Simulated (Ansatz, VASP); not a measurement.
# Pb in VASP and in Ansatz

```
Pb
1.0
     0.00000    3.54099    3.54099
     3.54099    0.00000    3.54099
     3.54099    3.54099    0.00000
Pb
2
Direct
  0.87500 0.87500 0.87500
  0.12500 0.12500 0.12500
```

Alike in both runs: functional PBE; k mesh 11 × 11 × 11; occupations fermi-dirac, width 0.05 eV; no spin polarisation.

Ansatz relaxed the structure, and its values are those at the end. VASP's run is a single point on that final structure, the one shown.

|  | VASP | Ansatz |
| --- | --- | --- |
| version | VASP 6.6.1 | Ansatz 0.2.0 |
| potentials or method | VASP PAW PBE potentials, release 64 (Pb_d), cutoff 520 eV | all-electron LAPW, non-relativistic |

```csv
,VASP,Ansatz,Ansatz less VASP
pressure (GPa),-0.3,0.0,+0.29
```

Ansatz ran all-electron here, and VASP with PAW potentials.

Neither program's run includes spin-orbit coupling.
